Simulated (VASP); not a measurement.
# Ru in VASP: further runs

Runs on Ru. Level: PBE. Tasks: single point.

Everything below comes from runs of VASP 6.6.1. Logs are shortened: lines on timing, memory, paths and dates and some standing lists are left out, and cuts for length are marked.

### 1 The cell of the first run

The cell holds a slab with vacuum, 5 atoms: a = 2.721 Å, b = 2.721 Å, c = 24.592 Å, α = 90.00°, β = 90.00°, γ = 120.00°.

### 2 Single point, PBE

File INCAR:

```
SYSTEM = Ru
PREC = Accurate ; ENCUT = 400
EDIFF = 1E-6 ; ISMEAR = -1
SIGMA = 0.08 ; LREAL = .False.
LASPH = .True. ; NELM = 120
ALGO = Normal ; ISIF = 2
LWAVE = .False. ; LCHARG = .False.
LDIPOL = .True. ; IDIPOL = 3
DIPOL = 0.5 0.5 0.500 ; GGA = PE
NBANDS = 43 ; GGA_COMPAT = .False.
NELMDL = -8
```

File KPOINTS:

```
Automatic mesh
0
Gamma
  14 14 1
  0 0 0
```

File POSCAR:

```
Ru
1.0
    2.7207384562      0.0000000000      0.0000000000
   -1.3603692281      2.3562286201      0.0000000000
    0.0000000000      0.0000000000     24.5921000000
Ru
5
Direct
    0.0000000000      0.0000000000      0.3253073639
    0.3333333340      0.6666666660      0.4126536821
    0.0000000000      0.0000000000      0.4999999997
    0.3333333340      0.6666666660      0.5873463179
    0.0000000000      0.0000000000      0.6746926361
```

Potentials or basis: VASP PAW PBE potentials, release 64 (Ru_pv).

Run with:

```bash
$ cat potpaw_PBE.64/Ru_pv/POTCAR > POTCAR
$ mpirun -np 1 vasp_std > vasp.out
```

OUTCAR:

```text
SYSTEM = Ru
   PREC = Accurate
   ENCUT = 400
   EDIFF = 1E-6
   ISMEAR = -1
   LREAL = .False.
   LASPH = .True.
   NELM = 120
   ISIF = 2
   GGA = PE
   NELMDL = -8

 ion  position               nearest neighbor table
   1  0.000  0.000  0.325-   2 2.66   2 2.66   2 2.66
   2  0.333  0.667  0.413-   3 2.66   3 2.66   3 2.66   1 2.66   1 2.66   1 2.66
   3  0.000  0.000  0.500-   2 2.66   2 2.66   2 2.66   4 2.66   4 2.66   4 2.66
   4  0.333  0.667  0.587-   3 2.66   5 2.66   3 2.66   5 2.66   3 2.66   5 2.66
   5  0.000  0.000  0.675-   4 2.66   4 2.66   4 2.66

  LATTYP: Found a hexagonal cell.
 ALAT       =     2.7207384562
 C/A-ratio  =     9.0387592912

  Lattice vectors:

 A1 = (   2.7207384562,   0.0000000000,   0.0000000000)
 A2 = (  -1.3603692281,   2.3562286201,   0.0000000000)
 A3 = (   0.0000000000,   0.0000000000,  24.5921000000)

Analysis of symmetry for initial positions (statically):
=====================================================================
 Subroutine PRICEL returns:
 Original cell was already a primitive cell.

 Routine SETGRP: Setting up the symmetry group for a
 hexagonal supercell.

 Subroutine GETGRP returns: Found 12 space group operations
 (whereof 12 operations were pure point group operations)
 out of a pool of 24 trial point group operations.

The static configuration has the point symmetry D_3h.

Analysis of symmetry for dynamics (positions and initial velocities):
=====================================================================
 Subroutine PRICEL returns:
 Original cell was already a primitive cell.

 Routine SETGRP: Setting up the symmetry group for a
 hexagonal supercell.

 Subroutine GETGRP returns: Found 12 space group operations
 (whereof 12 operations were pure point group operations)
 out of a pool of 24 trial point group operations.

The dynamic configuration has the point symmetry D_3h.

 Subroutine INISYM returns: Found 12 space group operations
 (whereof 12 operations are pure point group operations),
 and found     1 'primitive' translations

----------------------------------------------------------------------------------------

                                     Primitive cell

  volume of cell :     157.6521

  direct lattice vectors                    reciprocal lattice vectors
     2.720738456  0.000000000  0.000000000     0.367547273  0.212203517  0.000000000
    -1.360369228  2.356228620  0.000000000     0.000000000  0.424407034  0.000000000
     0.000000000  0.000000000 24.592100000     0.000000000  0.000000000  0.040663465

  length of vectors
     2.720738456  2.720738456 24.592100000     0.424407034  0.424407034  0.040663465

  position of ions in fractional coordinates (direct lattice)
     0.000000000  0.000000000  0.325307364
     0.333333334  0.666666666  0.412653682
     0.000000000  0.000000000  0.500000000
     0.333333334  0.666666666  0.587346318
     0.000000000  0.000000000  0.674692636

  ion indices of the primitive-cell ions
   primitive index   ion index
                 1           1
                 2           2
                 3           3
                 4           4
                 5           5

----------------------------------------------------------------------------------------

 KPOINTS: Automatic mesh

Automatic generation of k-mesh.
 Grid dimensions read from file:
 generate k-points for:   14   14    1

 Generating k-lattice:

  Cartesian coordinates                     Fractional coordinates (reciprocal lattice)
     0.026253377  0.015157394  0.000000000     0.071428571 -0.000000000  0.000000000
     0.000000000  0.030314788  0.000000000     0.000000000  0.071428571  0.000000000
     0.000000000  0.000000000  0.040663465     0.000000000  0.000000000  1.000000000

  Length of vectors
     0.030314788  0.030314788  0.040663465

  Shift w.r.t. Gamma in fractional coordinates (k-lattice)
     0.000000000  0.000000000  0.000000000

 Subroutine IBZKPT returns following result:
 ===========================================

 Found     24 irreducible k-points:

 Following reciprocal coordinates:
            Coordinates               Weight
  0.000000  0.000000  0.000000      1.000000
  0.071429 -0.000000  0.000000      6.000000
  0.142857  0.000000  0.000000      6.000000
  0.214286 -0.000000  0.000000      6.000000
  0.285714 -0.000000  0.000000      6.000000
  0.357143 -0.000000  0.000000      6.000000
[... 16 lines left out ...]
  0.285714  0.285714  0.000000      6.000000
  0.357143  0.285714  0.000000      6.000000
   k-points           NKPTS =     24   k-points in BZ     NKDIM =     24   number of bands    NBANDS=     43
   number of dos      NEDOS =    301   number of ions     NIONS =      5
   total plane-waves  NPLWV =  51840
   dimension x,y,z NGX =    18 NGY =   18 NGZ =  160
   dimension x,y,z NGXF=    36 NGYF=   36 NGZF=  320
   ions per type =               5
   NGX,Y,Z   is equivalent  to a cutoff of  11.00, 11.00, 10.82 a.u.
   NGXF,Y,Z  is equivalent  to a cutoff of  22.00, 22.00, 21.63 a.u.
 SYSTEM =  Ru
   PREC   = accura    normal or accurate (medium, high low for compatibility)
   ISTART =      0    job   : 0-new  1-cont  2-samecut
   ICHARG =      2    charge: 1-file 2-atom 10-const
   ISPIN  =      1    spin polarized calculation?
   LNONCOLLINEAR =      F non collinear calculations
   LSORBIT =      F    spin-orbit coupling
   LASPH  =      T    aspherical Exc in radial PAW
   ENCUT  =  400.0 eV  29.40 Ry    5.42 a.u.   4.44  4.44 40.10*2*pi/ulx,y,z
   NELM   =    120;   NELMIN=  2; NELMDL= -8     # of ELM steps
   EDIFF  = 0.1E-05   stopping-criterion for ELM
   LREAL  =      F    real-space projection
   EDIFFG = 0.1E-04   stopping-criterion for IOM
   NSW    =      0    number of steps for IOM
   IBRION =     -1    ionic relax: 0-MD 1-quasi-New 2-CG
   NFREE  =      0    steps in history (QN), initial steepest desc. (CG)
   ISIF   =      2    stress and relaxation
   ISYM   =      2    0-nonsym 1-usesym 2-fastsym
   POTIM  = 0.5000    time-step for ionic-motion
   TEBEG  =    0.0;   TEEND  =   0.0 temperature during run
   PSTRESS=    0.0 pullay stress
   NELECT =      70.0000    total number of electrons
   NUPDOWN=      -1.0000    fix difference up-down
   EMIN   =  10.00;   EMAX   =-10.00  energy-range for DOS
   EFERMI =   0.00;   METHOD = LEGACY
   ISMEAR =    -1;   SIGMA  =   0.08  broadening in eV -4-tet -1-fermi 0-gaus
   EFERMI_NEDOS =   21; number of points for ismear=-14 and -15
   IALGO  =     38    algorithm
   IMIX   =      4    mixing-type and parameters
     AMIX     =   0.40;   BMIX     =  1.00
     AMIX_MAG =   1.60;   BMIX_MAG =  1.00
  volume/ion in A,a.u.               =      31.53       212.78
  Fermi-wavevector in a.u.,A,eV,Ry     =   1.248938  2.360151 21.222997  1.559846
  Thomas-Fermi vector in A             =   2.383002
   LORBIT       =      0    0 simple, 1 ext, 2 COOP (PROOUT), +10 PAW based schemes
   GGA     = PE    functional components
   LHFCALC =     F    Hartree Fock is set to
   AEXX    =    0.0000 exact exchange contribution
   IVDW    =     0    specifies the selected vdW correction
   LEPSILON=     F    determine dielectric tensor
   LRPA    =     F    only Hartree local field effects (RPA)
 non-spin polarized calculation
  energy-cutoff  :      400.00
  volume of cell :      157.65
 maximum number of plane-waves:      2931
 NGX is ok and might be reduce to    18
   NGX =  9   NGY =  9   NGZ = 81

 number of electron      70.0000001 magnetization

 dipolmoment           0.000000      0.000000      0.000000 electrons x Angstroem

 Free energy of the ion-electron system (eV)
  ---------------------------------------------------
  ext. energy  EPLUGINS =         0.00000000
  ---------------------------------------------------
  free energy    TOTEN  =       -44.04139426 eV

  energy without entropy =      -43.91674509  energy(sigma->0) =      -43.97906968

 E-fermi :   2.7217     XC(G=0):  -6.9670

 val. band max:        2.6896286264   @ k =   0.2143   0.2143   0.0000
 cond. band min:       2.7232230476   @ k =   0.2857   0.0714   0.0000
 fundamental gap:      0.0335944213
 Fermi energy:         2.7216543762

 k-point     1 :       0.0000    0.0000    0.0000
  band No.  band energies     occupation
      1     -40.8332      2.00000
      2     -40.5718      2.00000
      3     -40.1569      2.00000
      4     -40.0440      2.00000
      5     -40.0440      2.00000
      6     -40.0207      2.00000
[... 35 lines left out ...]
     42       3.7677      0.00000
     43       3.8724      0.00000

 k-point     2 :       0.0714   -0.0000    0.0000
  band No.  band energies     occupation
      1     -40.8196      2.00000
      2     -40.5673      2.00000
      3     -40.1802      2.00000
      4     -40.0800      2.00000
      5     -40.0542      2.00000
      6     -40.0297      2.00000
[... 35 lines left out ...]
     42       3.5942      0.00004
     43       3.7741      0.00000

 k-point     3 :       0.1429    0.0000    0.0000
  band No.  band energies     occupation
      1     -40.7814      2.00000
      2     -40.5580      2.00000
      3     -40.2592      2.00000
      4     -40.1792      2.00000
      5     -40.0827      2.00000
      6     -40.0537      2.00000
[... 35 lines left out ...]
     42       3.7984      0.00000
     43       4.0363      0.00000

 k-point     4 :       0.2143   -0.0000    0.0000
  band No.  band energies     occupation
      1     -40.7269      2.00000
      2     -40.5594      2.00000
      3     -40.3829      2.00000
      4     -40.3177      2.00000
      5     -40.1336      2.00000
      6     -40.1232      2.00000
[... 863 lines left out ...]
     42       8.3551      0.00000
     43       8.9587      0.00000

 k-point    23 :       0.2857    0.2857    0.0000
  band No.  band energies     occupation
      1     -40.6961      2.00000
      2     -40.6403      2.00000
      3     -40.6234      2.00000
      4     -40.4709      2.00000
      5     -40.4677      2.00000
      6     -40.4155      2.00000
[... 35 lines left out ...]
     42       8.5894      0.00000
     43       9.2804      0.00000

 k-point    24 :       0.3571    0.2857    0.0000
  band No.  band energies     occupation
      1     -40.6806      2.00000
      2     -40.6369      2.00000
      3     -40.5968      2.00000
      4     -40.5182      2.00000
      5     -40.4966      2.00000
      6     -40.4139      2.00000
[... 35 lines left out ...]
     42       9.7986      0.00000
     43      10.0670      0.00000

------------------------ aborting loop because EDIFF is reached ----------------------------------------

 vacuum level on the upper side and lower side of the slab       (xc-potential included)        -0.184        -0.184

  FORCE on cell =-STRESS in cart. coord.  units (eV):
  Direction    XX          YY          ZZ          XY          YZ          ZX
  --------------------------------------------------------------------------------------
  -------------------------------------------------------------------------------------
  Total       -4.2989840     -4.2989840     -3.3809709      0.0000000      0.0000000      0.0000000
  in kB      -43.6894494    -43.6894494    -34.3599229      0.0000000      0.0000000      0.0000000
  external PRESSURE =     -40.5796072 kB  Pullay stress =       0.0000000 kB

 VOLUME and BASIS-vectors are now :
 -----------------------------------------------------------------------------
  energy-cutoff  :      400.00
  volume of cell :      157.65
      direct lattice vectors                 reciprocal lattice vectors
     2.720738456  0.000000000  0.000000000     0.367547273  0.212203517  0.000000000
    -1.360369228  2.356228620  0.000000000     0.000000000  0.424407034  0.000000000
     0.000000000  0.000000000 24.592100000     0.000000000  0.000000000  0.040663465

 POSITION                                       TOTAL-FORCE (eV/Angst)
 -----------------------------------------------------------------------------------
      0.00000      0.00000      7.99999         0.000000     -0.000000      0.689959
      0.00000      1.57082     10.14802         0.000000      0.000000     -0.703166
      0.00000      0.00000     12.29605         0.000000      0.000000      0.000000
      0.00000      1.57082     14.44408        -0.000000      0.000000      0.703166
      0.00000      0.00000     16.59211        -0.000000     -0.000000     -0.689959
 -----------------------------------------------------------------------------------
    total drift:                               -0.000005      0.000003      0.000018

  FREE ENERGIE OF THE ION-ELECTRON SYSTEM (eV)
  ---------------------------------------------------
  free  energy   TOTEN  =       -44.0413942581 eV

  energy  without entropy=      -43.9167450930  energy(sigma->0) =      -43.97906968

 vacuum level on the upper side and lower side of the slab         7.593         7.593
```

It took 5.9 min on 1 thread of Intel Xeon 8259CL, shared host; peak memory 0.25 GiB.

What came out:

```
Free energy            : -44.0414 eV
Largest force          : 0.703 eV/Å
Band gap on the k mesh : zero (bands 35 and 36 overlap by 2.41 eV)
```

Forces in eV/Å, atoms in the order of the input:
```
Ru   0.000  0.000  0.690
Ru   0.000  0.000 -0.703
Ru   0.000  0.000  0.000
Ru   0.000  0.000  0.703
Ru   0.000  0.000 -0.690
```

### 3 Single point, PBE

File INCAR:

```
SYSTEM = Ru
ALGO = Normal
DIPOL = 0.5 0.5 0.500
EDIFF = 1E-6
ENCUT = 400
GGA = PE
GGA_COMPAT = .FALSE.
IDIPOL = 3
ISIF = 2
ISMEAR = -1
LASPH = .TRUE.
LCHARG = .FALSE.
LDIPOL = .TRUE.
LREAL = .FALSE.
LWAVE = .FALSE.
NBANDS = 43
NELM = 120
NELMDL = -8
PREC = Accurate
SIGMA = 0.08
```

File KPOINTS:

```
k-points
0
G
  14 14 1
  0 0 0
```

File POSCAR:

```
Ru
1.0
    2.7207384562      0.0000000000      0.0000000000
   -1.3603692281      2.3562286201      0.0000000000
    0.0000000000      0.0000000000     24.5921000000
Ru
5
Direct
    0.0000000000      0.0000000000      0.3280210984
    0.3333333333      0.6666666667      0.4120277494
    0.0000000000      0.0000000000      0.4999999988
    0.3333333333      0.6666666667      0.5879722507
    0.0000000000      0.0000000000      0.6719789024
```

Potentials or basis: VASP PAW PBE potentials, release 64 (Ru_pv).

Run with:

```bash
$ cat potpaw_PBE.64/Ru_pv/POTCAR > POTCAR
$ mpirun -np 1 vasp_std > vasp.out
```

Wall time 5.5 min (1 thread of Intel Xeon 8259CL, shared host); peak memory 0.25 GiB.

It converged, with:

```
Free energy            : -44.1004 eV
Largest force          : 0.013 eV/Å
Band gap on the k mesh : zero (bands 35 and 36 overlap by 2.39 eV)
```

Forces in eV/Å, atoms in the order of the input:
```
Ru   0.000  0.000 -0.013
Ru   0.000  0.000  0.012
Ru   0.000  0.000  0.000
Ru   0.000  0.000 -0.012
Ru   0.000  0.000  0.013
```

Levels at points of the mesh, in eV from the Fermi level:
```csv
k point,band 31,band 32,band 33,band 34,band 35,band 36,band 37,band 38
"(0.00, 0.00, 0.00)",-2.18,-1.92,-1.92,-1.27,-1.00,-1.00,-0.28,-0.28
"(0.50, 0.00, 0.00)",-0.81,0.56,0.67,0.89,1.35,1.38,1.50,1.69
```

### 4 Single point, PBE

File INCAR:

```
PREC = Accurate ; ENCUT = 400
EDIFF = 1E-6 ; ISMEAR = -1
SIGMA = 0.08 ; LREAL = False
LASPH = True ; NELM = 120
ALGO = Normal ; ISIF = 2
LWAVE = False ; LCHARG = False
LDIPOL = True ; IDIPOL = 3
DIPOL = 0.5 0.5 0.500 ; GGA = PE
NBANDS = 43 ; GGA_COMPAT = False
NELMDL = -8
```

File KPOINTS:

```
Automatic mesh
0
Gamma
  14 14 1
```

POSCAR is that of step 3.

Run with:

```bash
$ cat potpaw_PBE.64/Ru_pv/POTCAR > POTCAR
$ mpirun -np 1 vasp_std > vasp.out
```

Wall time 5.2 min (1 thread of Intel Xeon 8259CL, shared host); peak memory 0.26 GiB.

It converged, with:

```yaml
Free_energy: -44.1004 eV
Largest_force: 0.013 eV/Å
Band_gap_on_the_k_mesh: zero (bands 35 and 36 overlap by 2.39 eV)
```

Forces in eV/Å, atoms in the order of the input:
```
Ru   0.000  0.000 -0.013
Ru   0.000  0.000  0.012
Ru   0.000  0.000  0.000
Ru   0.000  0.000 -0.012
Ru   0.000  0.000  0.013
```

Levels at points of the mesh, in eV from the Fermi level:
```csv
k point,band 32,band 33,band 34,band 35,band 36,band 37
"(0.00, 0.00, 0.00)",-1.92,-1.92,-1.27,-1.00,-1.00,-0.28
"(0.50, 0.00, 0.00)",0.56,0.67,0.89,1.35,1.38,1.50
```

### 5 Single point, PBE

File INCAR:

```
PREC = Accurate ; ENCUT = 400
EDIFF = 1E-6 ; ISMEAR = -1
SIGMA = 0.08 ; LREAL = F
LASPH = T ; NELM = 120
ALGO = Normal ; ISIF = 2
LWAVE = F ; LCHARG = F
GGA = PE ; NBANDS = 43
GGA_COMPAT = F ; NELMDL = -8
```

File KPOINTS:

```
regular mesh
0
Gamma
  14 14 1
```

POSCAR is that of step 4.

Run with:

```bash
$ cat potpaw_PBE.64/Ru_pv/POTCAR > POTCAR
$ mpirun -np 1 vasp_std > vasp.out
```

It took 5.3 min on 1 thread of Intel Xeon 8259CL, shared host; peak memory 0.26 GiB.

The run converged. Its results:

```
Free energy            : -44.1004 eV
Largest force          : 0.013 eV/Å
Band gap on the k mesh : zero (bands 35 and 36 overlap by 2.39 eV)
```

Forces in eV/Å, atoms in the order of the input:
```
Ru   0.000  0.000 -0.013
Ru   0.000  0.000  0.012
Ru   0.000  0.000  0.000
Ru   0.000  0.000 -0.012
Ru   0.000  0.000  0.013
```

Levels at points of the mesh, in eV from the Fermi level:
```tsv
k point	band 30	band 31	band 32	band 33	band 34	band 35	band 36	band 37	band 38	band 39
(0.00, 0.00, 0.00)	-2.23	-2.18	-1.92	-1.92	-1.27	-1.00	-1.00	-0.28	-0.28	0.42
(0.50, 0.00, 0.00)	-0.86	-0.81	0.56	0.67	0.89	1.35	1.38	1.50	1.69	1.90
```

### 6 Summary

| cell | dipole correction | gap on the mesh (eV) | largest force (eV/Å) |
| --- | --- | --- | --- |
| as given, atomic positions A | yes | none | 0.70 |
| as given, atomic positions B | yes | none | 0.01 |
| as given, atomic positions B | no | none | 0.01 |

Alike in all rows: task single point; level PBE; potentials or basis VASP PAW PBE potentials, release 64 (Ru_pv); no spin polarisation; k mesh 14 × 14 × 1; cutoff (eV) 400; smearing fermi-dirac 0.08 eV.

Absolute energies hang on the potentials; compare differences alone.
